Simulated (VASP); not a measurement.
# SiC (Moissanite 3C) (F-43m) in VASP: a series of runs, part 2 of 2

VASP 6.6.1.

## (4) Single point, PBE

This run uses another cell than the first one, of 10.31 Å³/atom, 0.982 times its volume.

Contents of INCAR:

```
SYSTEM = SiC
ALGO     = Normal         ! electronic algorithm
EDIFF    = 1E-6           ! SCF threshold, eV
ENCUT    = 520            ! plane-wave cutoff, eV
GGA      = PE             ! functional
ISIF     = 2              ! what is computed and relaxed
ISMEAR   = 0              ! smearing method
LASPH    = .True.         ! aspherical terms in the spheres
LCHARG   = .False.        ! write CHGCAR
LREAL    = .False.        ! projectors in reciprocal space
LWAVE    = .False.        ! write WAVECAR
NBANDS   = 11             ! bands
NELM     = 100            ! most SCF steps
PREC     = Accurate       ! precision mode
SIGMA    = 0.05           ! smearing width, eV
```

Contents of KPOINTS:

```
k-points
0
Gamma
  8 8 8
  0 0 0
```

Contents of POSCAR:

```
SiC
1.0
    0.0000000000      2.1766892104      2.1766892104
    2.1766892104      0.0000000000      2.1766892104
    2.1766892104      2.1766892104      0.0000000000
Si C
1 1
Direct
    0.0000000000      0.0000000000      0.0000000000
    0.2500000000      0.2500000000      0.2500000000
```

Potentials or basis: VASP PAW PBE potentials, release 64 (Si, C).

On the command line:

```bash
$ cat potpaw_PBE.64/Si/POTCAR potpaw_PBE.64/C/POTCAR > POTCAR
$ mpirun -np 1 vasp_std > vasp.out
```

OUTCAR:

```text
SYSTEM = SiC
   EDIFF = 1E-6
   ENCUT = 520
   GGA = PE
   ISIF = 2
   ISMEAR = 0
   LASPH = .True.
   LREAL = .False.
   NELM = 100
   PREC = Accurate

 ion  position               nearest neighbor table
   1  0.000  0.000  0.000-   2 1.89   2 1.89   2 1.89   2 1.89
   2  0.250  0.250  0.250-   1 1.89   1 1.89   1 1.89   1 1.89

  LATTYP: Found a face centered cubic cell.
 ALAT       =     4.3533784208

  Lattice vectors:

 A1 = (   0.0000000000,   2.1766892104,   2.1766892104)
 A2 = (   2.1766892104,   0.0000000000,   2.1766892104)
 A3 = (   2.1766892104,   2.1766892104,   0.0000000000)

Analysis of symmetry for initial positions (statically):
=====================================================================
 Subroutine PRICEL returns:
 Original cell was already a primitive cell.

 Routine SETGRP: Setting up the symmetry group for a
 face centered cubic supercell.

 Subroutine GETGRP returns: Found 24 space group operations
 (whereof 24 operations were pure point group operations)
 out of a pool of 48 trial point group operations.

The static configuration has the point symmetry T_d .

Analysis of symmetry for dynamics (positions and initial velocities):
=====================================================================
 Subroutine PRICEL returns:
 Original cell was already a primitive cell.

 Routine SETGRP: Setting up the symmetry group for a
 face centered cubic supercell.

 Subroutine GETGRP returns: Found 24 space group operations
 (whereof 24 operations were pure point group operations)
 out of a pool of 48 trial point group operations.

The dynamic configuration has the point symmetry T_d .

 Subroutine INISYM returns: Found 24 space group operations
 (whereof 24 operations are pure point group operations),
 and found     1 'primitive' translations

----------------------------------------------------------------------------------------

                                     Primitive cell

  volume of cell :      20.6262

  direct lattice vectors                    reciprocal lattice vectors
[... 112 lines left out ...]
   GGA     = PE    functional components
   LHFCALC =     F    Hartree Fock is set to
   AEXX    =    0.0000 exact exchange contribution
   IVDW    =     0    specifies the selected vdW correction
   LEPSILON=     F    determine dielectric tensor
   LRPA    =     F    only Hartree local field effects (RPA)
 non-spin polarized calculation
 Gauss-broadening in eV      SIGMA  =   0.05
  energy-cutoff  :      520.00
  volume of cell :       20.63
 maximum number of plane-waves:       568
   NGX = 11   NGY = 11   NGZ = 11

 number of electron       8.0000001 magnetization

 Free energy of the ion-electron system (eV)
  ---------------------------------------------------
  ext. energy  EPLUGINS =         0.00000000
  ---------------------------------------------------
  free energy    TOTEN  =       -15.05517392 eV

  energy without entropy =      -15.05517392  energy(sigma->0) =      -15.05517392

 E-fermi :   8.4181     XC(G=0): -11.3699

 val. band max:        8.1437207189   @ k =   0.0000   0.0000   0.0000
 cond. band min:       9.4968061534   @ k =   0.5000   0.5000   0.0000
 fundamental gap:      1.3530854345
 Fermi energy:         8.4181417241

 k-point     1 :       0.0000    0.0000    0.0000
  band No.  band energies     occupation
      1      -7.2850      2.00000
      2       8.1437      2.00000
      3       8.1437      2.00000
      4       8.1437      2.00000
      5      14.4148      0.00000
      6      15.4724      0.00000
      7      15.4724      0.00000
      8      15.4724      0.00000
      9      22.6680      0.00000
     10      22.6680      0.00000
     11      24.6730      0.00000
[... 309 lines left out ...]
 k-point    24 :      -0.3750    0.2500    0.1250
  band No.  band energies     occupation
      1      -3.0566      2.00000
      2       0.3028      2.00000
      3       4.4310      2.00000
      4       5.8815      2.00000
      5      13.3981      0.00000
      6      15.4415      0.00000
      7      18.3191      0.00000
      8      19.1716      0.00000
      9      21.5979      0.00000
     10      24.3950      0.00000
     11      27.5092      0.00000

 [... further k-points ...]
[... 5 lines left out ...]
  --------------------------------------------------------------------------------------
  -------------------------------------------------------------------------------------
  Total        0.5071976      0.5071976      0.5071976     -0.0000000      0.0000000      0.0000000
  in kB       39.3974843     39.3974843     39.3974843     -0.0000000      0.0000000      0.0000000
  external PRESSURE =      39.3974843 kB  Pullay stress =       0.0000000 kB

 VOLUME and BASIS-vectors are now :
 -----------------------------------------------------------------------------
  energy-cutoff  :      520.00
  volume of cell :       20.63
      direct lattice vectors                 reciprocal lattice vectors
     0.000000000  2.176689210  2.176689210    -0.229706656  0.229706656  0.229706656
     2.176689210  0.000000000  2.176689210     0.229706656 -0.229706656  0.229706656
     2.176689210  2.176689210  0.000000000     0.229706656  0.229706656 -0.229706656

 POSITION                                       TOTAL-FORCE (eV/Angst)
 -----------------------------------------------------------------------------------
      0.00000      0.00000      0.00000        -0.000000     -0.000000     -0.000000
      1.08834      1.08834      1.08834         0.000000      0.000000      0.000000
 -----------------------------------------------------------------------------------
    total drift:                                0.000000      0.000000      0.000000

  FREE ENERGIE OF THE ION-ELECTRON SYSTEM (eV)
  ---------------------------------------------------
  free  energy   TOTEN  =       -15.0551739246 eV

  energy  without entropy=      -15.0551739246  energy(sigma->0) =      -15.05517392
```

OSZICAR:

```text
N       E                     dE             d eps       ncg     rms          rms(c)
DAV:   1     0.415074569602E+01    0.41507E+01   -0.38694E+03   646   0.616E+02
DAV:   2    -0.163153188646E+02   -0.20466E+02   -0.19340E+02   803   0.113E+02
DAV:   3    -0.169176829478E+02   -0.60236E+00   -0.60124E+00   776   0.159E+01
DAV:   4    -0.169199048602E+02   -0.22219E-02   -0.22218E-02   713   0.124E+00
DAV:   5    -0.169199147557E+02   -0.98955E-05   -0.98955E-05   796   0.773E-02    0.884E+00
DAV:   6    -0.151136678866E+02    0.18062E+01   -0.64965E+00   707   0.114E+01    0.392E+00
DAV:   7    -0.150626851827E+02    0.50983E-01   -0.38521E-01   767   0.355E+00    0.179E+00
DAV:   8    -0.150549447245E+02    0.77405E-02   -0.20187E-02   719   0.947E-01    0.171E-01
DAV:   9    -0.150550616292E+02   -0.11690E-03   -0.15753E-03   805   0.228E-01    0.113E-01
DAV:  10    -0.150551714247E+02   -0.10980E-03   -0.23327E-04   719   0.929E-02    0.259E-02
DAV:  11    -0.150551735285E+02   -0.21037E-05   -0.41300E-05   764   0.333E-02    0.698E-03
DAV:  12    -0.150551739246E+02   -0.39616E-06   -0.19411E-06   598   0.833E-03
   1 F= -.15055174E+02 E0= -.15055174E+02  d E =-.136794E-16
```

Wall time 4.6 s (1 thread of AMD EPYC 7R13 (Zen 3), shared host); peak memory 0.1 GiB.

Results:

| Quantity | Value |
| --- | --- |
| Free energy | -15.0552 eV |
| Pressure | 3.9 GPa |
| Band gap on the k mesh | 1.35 eV, indirect (least direct gap 4.54 eV) |

Levels at points of the mesh, in eV from the valence-band top:
| k point | band 1 | band 2 | band 3 | band 4 | band 5 | band 6 | band 7 | band 8 |
| --- | --- | --- | --- | --- | --- | --- | --- | --- |
| (0.00, 0.00, 0.00) | -15.43 | 0.00 | 0.00 | 0.00 | 6.27 | 7.33 | 7.33 | 7.33 |
| (0.50, 0.00, 0.00) | -11.85 | -8.55 | -1.05 | -1.05 | 5.46 | 7.24 | 7.24 | 10.07 |
| (0.50, 0.50, 0.00) | -10.40 | -7.81 | -3.19 | -3.19 | 1.35 | 4.33 | 14.07 | 14.07 |

A k mesh can miss the band edges.

## (5) Single point, PBE

This run uses another cell than the first one, of 10.22 Å³/atom, 0.974 times its volume.

Contents of INCAR:

```
PREC = Accurate ; ENCUT = 520
EDIFF = 1E-6 ; ISMEAR = 0
SIGMA = 0.05 ; LREAL = F
LASPH = T ; NELM = 80
ALGO = Normal ; ISIF = 2
LWAVE = F ; LCHARG = F
GGA = PE ; NBANDS = 11
```

Contents of KPOINTS:

```
Automatic mesh
0
Gamma
  8 8 8
```

Contents of POSCAR:

```
SiC
1.0
    0.0000000000      2.1704670920      2.1704670920
    2.1704670920      0.0000000000      2.1704670920
    2.1704670920      2.1704670920      0.0000000000
Si C
1 1
Direct
    0.0000000000      0.0000000000      0.0000000000
    0.2500000000      0.2500000000      0.2500000000
```

On the command line:

```bash
$ cat potpaw_PBE.64/Si/POTCAR potpaw_PBE.64/C/POTCAR > POTCAR
$ mpirun -np 1 vasp_std > vasp.out
```

It took 4.6 s on 1 thread of AMD EPYC 7R13 (Zen 3), shared host; peak memory 0.1 GiB.

The run converged. Its results:

* Free energy: -15.0497 eV
* Pressure: 5.9 GPa
* Band gap on the k mesh: 1.34 eV, indirect (least direct gap 4.55 eV)

Levels at points of the mesh, in eV from the valence-band top:
```
           k point  band 1  band 2  band 3  band 4  band 5  band 6  band 7  band 8
(0.00, 0.00, 0.00)  -15.50    0.00    0.00    0.00    6.37    7.39    7.39    7.39
(0.50, 0.00, 0.00)  -11.89   -8.60   -1.05   -1.05    5.54    7.27    7.27   10.12
(0.50, 0.50, 0.00)  -10.42   -7.83   -3.21   -3.21    1.34    4.36   14.17   14.17
```

A k mesh can miss the band edges. PBE gaps usually lie below the measured ones, often by a third to a half.

## (6) Summary

| cell | gap on the mesh (eV) | pressure (GPa) |
| --- | --- | --- |
| a = 3.097 Å, angles 60.0°, 2 atoms | 1.37 | 0.0 |
| a = 3.087 Å, angles 60.0°, 2 atoms | 1.36 | 2.0 |
| a = 3.078 Å, angles 60.0°, 2 atoms | 1.35 | 3.9 |
| a = 3.070 Å, angles 60.0°, 2 atoms | 1.34 | 5.9 |

Alike in all rows: task single point; level PBE; potentials or basis VASP PAW PBE potentials, release 64 (Si, C); no spin polarisation; k mesh 8 × 8 × 8; cutoff (eV) 520; smearing gaussian 0.05 eV.

Total energies depend on the potentials used, so only differences within one code and one set of settings carry meaning.

## (7) How close it comes

Step 2. A measured gap of SiC is 2.4 eV (indirect; quoted in “Insight into the structural, elastic and electronic properties of a new orthorhombic 6O-SiC polytype”, 2020, pmc:7200658); the calculated 1.37 eV misses it by -1.03 eV. The value is that of PBE on a finite k mesh, which can miss the band edges, without temperature or zero-point motion. Semilocal functionals fall short of measured gaps as a rule.

Step 3. A measured gap of SiC is 2.4 eV (indirect; quoted in “Insight into the structural, elastic and electronic properties of a new orthorhombic 6O-SiC polytype”, 2020, pmc:7200658); the calculated 1.36 eV misses it by -1.04 eV. The value is that of PBE on a finite k mesh, which can miss the band edges, without temperature or zero-point motion. Semilocal functionals fall short of measured gaps as a rule.
